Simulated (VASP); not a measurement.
# ZnCu (Pm-3m) in VASP: a series of runs

ZnCu is run at these levels: r2SCAN, LDA; tasks: relaxation of the atoms, single point.

Program: VASP 6.6.1. These are calculated values, not measurements. Logs are shortened: lines on timing, memory, paths and dates and some standing lists are left out, and cuts for length are marked.

## (1) The cell of the first run

Symmetry: Pm-3m, No. 221, cubic system. Conventional cell: a = 2.958 Å, b = 2.958 Å, c = 2.958 Å, α = 90.00°, β = 90.00°, γ = 90.00°. Within 3.4 Å of Zn (site symmetry m-3m) lie 8 Cu at 2.56 Å and 6 Zn at 2.96 Å. Cu (site symmetry m-3m) has 8 Zn at 2.56 Å and 6 Cu at 2.96 Å within 3.4 Å.

## (2) Relaxation of the atoms, r2SCAN

POSCAR

```
ZnCu
1.0
    2.9577270500      0.0000000000      0.0000000000
    0.0000000000      2.9577270500      0.0000000000
    0.0000000000      0.0000000000      2.9577270500
Zn Cu
1 1
Direct
    0.5000000000      0.5000000000      0.5000000000
    0.0000000000      0.0000000000      0.0000000000
```

INCAR.step1

```
SYSTEM = ZnCu
PREC = Accurate
ENCUT = 520
ISMEAR = -1
SIGMA = 0.1
LREAL = .FALSE.
LASPH = .TRUE.
NELM = 60
GGA = PE
ALGO = Normal
EDIFF = 1E-4
LWAVE = .TRUE.
LCHARG = .FALSE.
```

INCAR.step2

```
SYSTEM = ZnCu
PREC = Accurate
ENCUT = 520
EDIFF = 1E-6
ISMEAR = -1
SIGMA = 0.1
LREAL = .FALSE.
LASPH = .TRUE.
NELM = 60
ALGO = Normal
ISIF = 2
LWAVE = .FALSE.
LCHARG = .FALSE.
METAGGA = R2SCAN
LMIXTAU = .TRUE.
IBRION = 2
NSW = 50
EDIFFG = -0.01
ISTART = 1
```

KPOINTS

```
Automatic mesh
0
G
  11 11 11
  0 0 0
```

Potentials or basis: VASP PAW PBE potentials, release 64 (Zn, Cu).

Started as:

```
$ cat potpaw_PBE.64/Zn/POTCAR potpaw_PBE.64/Cu/POTCAR > POTCAR
$ cp INCAR.step1 INCAR
$ mpirun -np 1 vasp_std > vasp.out
$ cp INCAR.step2 INCAR
$ mpirun -np 1 vasp_std > vasp.out
```

OUTCAR:

```text
SYSTEM = ZnCu
   PREC = Accurate
   ENCUT = 520
   EDIFF = 1E-6
   ISMEAR = -1
   LREAL = .FALSE.
   LASPH = .TRUE.
   NELM = 60
   ISIF = 2
   METAGGA = R2SCAN
   IBRION = 2
   NSW = 50
   EDIFFG = -0.01
   ISTART = 1

 ion  position               nearest neighbor table
   1  0.500  0.500  0.500-   2 2.56   2 2.56   2 2.56   2 2.56   2 2.56   2 2.56   2 2.56   2 2.56

   2  0.000  0.000  0.000-   1 2.56   1 2.56   1 2.56   1 2.56   1 2.56   1 2.56   1 2.56   1 2.56

  LATTYP: Found a simple cubic cell.
 ALAT       =     2.9577270500

  Lattice vectors:

 A1 = (   2.9577270500,   0.0000000000,   0.0000000000)
 A2 = (   0.0000000000,   2.9577270500,   0.0000000000)
 A3 = (   0.0000000000,   0.0000000000,   2.9577270500)

Analysis of symmetry for initial positions (statically):
=====================================================================
 Subroutine PRICEL returns:
 Original cell was already a primitive cell.

 Routine SETGRP: Setting up the symmetry group for a
 simple cubic supercell.

 Subroutine GETGRP returns: Found 48 space group operations
 (whereof 48 operations were pure point group operations)
 out of a pool of 48 trial point group operations.

The static configuration has the point symmetry O_h .

Analysis of symmetry for dynamics (positions and initial velocities):
=====================================================================
 Subroutine PRICEL returns:
 Original cell was already a primitive cell.

 Routine SETGRP: Setting up the symmetry group for a
 simple cubic supercell.

 Subroutine GETGRP returns: Found 48 space group operations
 (whereof 48 operations were pure point group operations)
 out of a pool of 48 trial point group operations.

The dynamic configuration has the point symmetry O_h .

 Subroutine INISYM returns: Found 48 space group operations
 (whereof 48 operations are pure point group operations),
 and found     1 'primitive' translations

----------------------------------------------------------------------------------------

                                     Primitive cell

  volume of cell :      25.8746

  direct lattice vectors                    reciprocal lattice vectors
     2.957727050  0.000000000  0.000000000     0.338097459  0.000000000  0.000000000
     0.000000000  2.957727050  0.000000000     0.000000000  0.338097459  0.000000000
     0.000000000  0.000000000  2.957727050     0.000000000  0.000000000  0.338097459

  length of vectors
     2.957727050  2.957727050  2.957727050     0.338097459  0.338097459  0.338097459

  position of ions in fractional coordinates (direct lattice)
     0.500000000  0.500000000  0.500000000
     0.000000000  0.000000000  0.000000000

  ion indices of the primitive-cell ions
   primitive index   ion index
                 1           1
                 2           2

----------------------------------------------------------------------------------------

 KPOINTS: Automatic mesh

Automatic generation of k-mesh.
 Grid dimensions read from file:
 generate k-points for:   11   11   11

 Generating k-lattice:

  Cartesian coordinates                     Fractional coordinates (reciprocal lattice)
     0.030736133  0.000000000  0.000000000     0.090909091  0.000000000  0.000000000
     0.000000000  0.030736133  0.000000000     0.000000000  0.090909091  0.000000000
     0.000000000  0.000000000  0.030736133     0.000000000  0.000000000  0.090909091

  Length of vectors
     0.030736133  0.030736133  0.030736133

  Shift w.r.t. Gamma in fractional coordinates (k-lattice)
     0.000000000  0.000000000  0.000000000

 Subroutine IBZKPT returns following result:
 ===========================================

 Found     56 irreducible k-points:

 Following reciprocal coordinates:
            Coordinates               Weight
  0.000000  0.000000  0.000000      1.000000
  0.090909  0.000000  0.000000      6.000000
  0.181818  0.000000  0.000000      6.000000
  0.272727  0.000000  0.000000      6.000000
  0.363636  0.000000  0.000000      6.000000
  0.454545  0.000000  0.000000      6.000000
[... 16 lines left out ...]
  0.181818  0.090909  0.090909     24.000000
  0.272727  0.090909  0.090909     24.000000
 [... further k-points ...]
   k-points           NKPTS =     56   k-points in BZ     NKDIM =     56   number of bands    NBANDS=     15
   number of dos      NEDOS =    301   number of ions     NIONS =      2
   total plane-waves  NPLWV =  13824
   dimension x,y,z NGX =    24 NGY =   24 NGZ =   24
   dimension x,y,z NGXF=    48 NGYF=   48 NGZF=   48
   ions per type =               1   1
   NGX,Y,Z   is equivalent  to a cutoff of  13.49, 13.49, 13.49 a.u.
   NGXF,Y,Z  is equivalent  to a cutoff of  26.98, 26.98, 26.98 a.u.
 SYSTEM =  ZnCu
   PREC   = accura    normal or accurate (medium, high low for compatibility)
   ISTART =      1    job   : 0-new  1-cont  2-samecut
   ICHARG =      0    charge: 1-file 2-atom 10-const
   ISPIN  =      1    spin polarized calculation?
   LNONCOLLINEAR =      F non collinear calculations
   LSORBIT =      F    spin-orbit coupling
   LASPH  =      T    aspherical Exc in radial PAW
   ENCUT  =  520.0 eV  38.22 Ry    6.18 a.u.   5.50  5.50  5.50*2*pi/ulx,y,z
   NELM   =     60;   NELMIN=  2; NELMDL=  0     # of ELM steps
   EDIFF  = 0.1E-05   stopping-criterion for ELM
   LREAL  =      F    real-space projection
   EDIFFG = -.1E-01   stopping-criterion for IOM
   NSW    =     50    number of steps for IOM
   IBRION =      2    ionic relax: 0-MD 1-quasi-New 2-CG
   NFREE  =      1    steps in history (QN), initial steepest desc. (CG)
   ISIF   =      2    stress and relaxation
   ISYM   =      2    0-nonsym 1-usesym 2-fastsym
   POTIM  = 0.5000    time-step for ionic-motion
   TEBEG  =    0.0;   TEEND  =   0.0 temperature during run
   PSTRESS=    0.0 pullay stress
   NELECT =      23.0000    total number of electrons
   NUPDOWN=      -1.0000    fix difference up-down
   EMIN   =  10.00;   EMAX   =-10.00  energy-range for DOS
   EFERMI =   0.00;   METHOD = LEGACY
   ISMEAR =    -1;   SIGMA  =   0.10  broadening in eV -4-tet -1-fermi 0-gaus
   EFERMI_NEDOS =   21; number of points for ismear=-14 and -15
   IALGO  =     38    algorithm
   IMIX   =      4    mixing-type and parameters
     AMIX     =   0.40;   BMIX     =  1.00
     AMIX_MAG =   1.60;   BMIX_MAG =  1.00
  volume/ion in A,a.u.               =      12.94        87.31
  Fermi-wavevector in a.u.,A,eV,Ry     =   1.574077  2.974575 33.711412  2.477719
  Thomas-Fermi vector in A             =   2.675266
   LORBIT       =      0    0 simple, 1 ext, 2 COOP (PROOUT), +10 PAW based schemes
   METAGGA = R2SCAN    functional components
   LHFCALC =     F    Hartree Fock is set to
   AEXX    =    0.0000 exact exchange contribution
   IVDW    =     0    specifies the selected vdW correction
   LEPSILON=     F    determine dielectric tensor
   LRPA    =     F    only Hartree local field effects (RPA)
 conjugate gradient relaxation of ions
 non-spin polarized calculation
  energy-cutoff  :      520.00
  volume of cell :       25.87
 maximum number of plane-waves:       739
 NGX is ok and might be reduce to    24
   NGX = 11   NGY = 11   NGZ = 11

 number of electron      23.0000013 magnetization

 Free energy of the ion-electron system (eV)
  ---------------------------------------------------
  ext. energy  EPLUGINS =         0.00000000
  ---------------------------------------------------
  free energy    TOTEN  =       -19.94022348 eV

  energy without entropy =      -19.92573367  energy(sigma->0) =      -19.93297858

 E-fermi :   5.1921     XC(G=0): -13.4450

 val. band max:        5.1886222774   @ k =   0.4545   0.4545   0.2727
 cond. band min:       5.5096239720   @ k =   0.4545   0.3636   0.2727
 fundamental gap:      0.3210016946
 Fermi energy:         5.1921086975

 k-point     1 :       0.0000    0.0000    0.0000
  band No.  band energies     occupation
      1      -5.4110      2.00000
      2      -2.8777      2.00000
      3      -2.8777      2.00000
      4      -2.1721      2.00000
      5      -2.1721      2.00000
      6      -2.1721      2.00000
      7       1.5519      2.00000
      8       1.5519      2.00000
      9       2.4271      2.00000
     10       2.4271      2.00000
     11       2.4271      2.00000
     12      11.8200      0.00000
     13      11.8200      0.00000
     14      11.8200      0.00000
     15      16.6715      0.00000

 k-point     2 :       0.0909    0.0000    0.0000
  band No.  band energies     occupation
      1      -5.2563      2.00000
      2      -2.8606      2.00000
      3      -2.8456      2.00000
      4      -2.1855      2.00000
      5      -2.1855      2.00000
      6      -2.1659      2.00000
      7       1.5444      2.00000
      8       1.5653      2.00000
      9       2.3782      2.00000
     10       2.3782      2.00000
     11       2.4219      2.00000
     12      10.4069      0.00000
     13      12.0517      0.00000
     14      12.0517      0.00000
     15      16.7566      0.00000

 k-point     3 :       0.1818    0.0000    0.0000
  band No.  band energies     occupation
      1      -4.8012      2.00000
      2      -2.8142      2.00000
      3      -2.7529      2.00000
      4      -2.2212      2.00000
      5      -2.2212      2.00000
      6      -2.1493      2.00000
      7       1.5237      2.00000
      8       1.5864      2.00000
      9       2.2529      2.00000
     10       2.2529      2.00000
     11       2.4078      2.00000
     12       8.0147      0.00000
     13      12.7233      0.00000
     14      12.7233      0.00000
     15      17.0153      0.00000
[... 343 lines left out ...]
 k-point    23 :       0.1818    0.0909    0.0909
  band No.  band energies     occupation
      1      -4.5064      2.00000
      2      -2.7639      2.00000
      3      -2.7137      2.00000
      4      -2.2455      2.00000
      5      -2.2338      2.00000
      6      -2.1702      2.00000
      7       1.5585      2.00000
      8       1.6014      2.00000
      9       2.1624      2.00000
     10       2.2297      2.00000
     11       2.3631      2.00000
     12       8.3636      0.00000
     13      11.2881      0.00000
     14      11.5533      0.00000
     15      18.9104      0.00000

 k-point    24 :       0.2727    0.0909    0.0909
  band No.  band energies     occupation
      1      -3.8228      2.00000
      2      -2.7081      2.00000
      3      -2.5745      2.00000
      4      -2.2974      2.00000
      5      -2.2445      2.00000
      6      -2.1581      2.00000
      7       1.5474      2.00000
      8       1.5566      2.00000
      9       2.0689      2.00000
     10       2.0740      2.00000
     11       2.3561      2.00000
     12       6.0678      0.00031
     13      12.2276      0.00000
     14      12.4455      0.00000
     15      19.4588      0.00000

 [... further k-points ...]

------------------------ aborting loop because EDIFF is reached ----------------------------------------

  FORCE on cell =-STRESS in cart. coord.  units (eV):
  Direction    XX          YY          ZZ          XY          YZ          ZX
  --------------------------------------------------------------------------------------
  -------------------------------------------------------------------------------------
  Total       -0.6739604     -0.6739604     -0.6739604      0.0000000     -0.0000000      0.0000000
  in kB      -41.7321401    -41.7321401    -41.7321401      0.0000000     -0.0000000      0.0000000
  external PRESSURE =     -41.7321401 kB  Pullay stress =       0.0000000 kB

 VOLUME and BASIS-vectors are now :
 -----------------------------------------------------------------------------
  energy-cutoff  :      520.00
  volume of cell :       25.87
      direct lattice vectors                 reciprocal lattice vectors
     2.957727050  0.000000000  0.000000000     0.338097459  0.000000000  0.000000000
     0.000000000  2.957727050  0.000000000     0.000000000  0.338097459  0.000000000
     0.000000000  0.000000000  2.957727050     0.000000000  0.000000000  0.338097459

 POSITION                                       TOTAL-FORCE (eV/Angst)
 -----------------------------------------------------------------------------------
      1.47886      1.47886      1.47886         0.000000      0.000000      0.000000
      0.00000      0.00000      0.00000         0.000000      0.000000      0.000000
 -----------------------------------------------------------------------------------
    total drift:                                0.000000      0.000000     -0.000000

  FREE ENERGIE OF THE ION-ELECTRON SYSTEM (eV)
  ---------------------------------------------------
  free  energy   TOTEN  =       -19.9402234800 eV

  energy  without entropy=      -19.9257336707  energy(sigma->0) =      -19.93297858

 reached required accuracy - stopping structural energy minimisation
```

It took 32 s on 1 thread of Intel Xeon Platinum 8559C (Emerald Rapids), shared host; peak memory 0.16 GiB.

What came out:

| Quantity | Value |
| --- | --- |
| Free energy | -19.9402 eV |
| Pressure after relaxing | -4.2 GPa |
| Band gap on the k mesh | zero (an odd number of electrons rules out a gap without spin polarisation) |

Final structure:
```cif
data_structure
_symmetry_space_group_name_H-M 'P 1'
_symmetry_Int_Tables_number 1
_cell_length_a 2.9577
_cell_length_b 2.9577
_cell_length_c 2.9577
_cell_angle_alpha 90.000
_cell_angle_beta 90.000
_cell_angle_gamma 90.000
_cell_volume 25.87
loop_
_atom_site_label
_atom_site_type_symbol
_atom_site_fract_x
_atom_site_fract_y
_atom_site_fract_z
_atom_site_occupancy
Zn1 Zn 0.50000 0.50000 0.50000 1
Cu1 Cu 0.00000 0.00000 0.00000 1
```

Levels at points of the mesh, in eV from the Fermi level:
```
           k point  band 9  band 10  band 11  band 12  band 13  band 14
(0.00, 0.00, 0.00)   -2.77    -2.77    -2.77     6.63     6.63     6.63
```

Caveat: the relaxation stopped at its first step, so nothing moved; the PAW data sets were made with another functional, which shifts forces and pressure a little.

(Continued in part 2 of 2.)

The gap in the log of VASP goes by the Fermi energy; the results here count the filled bands.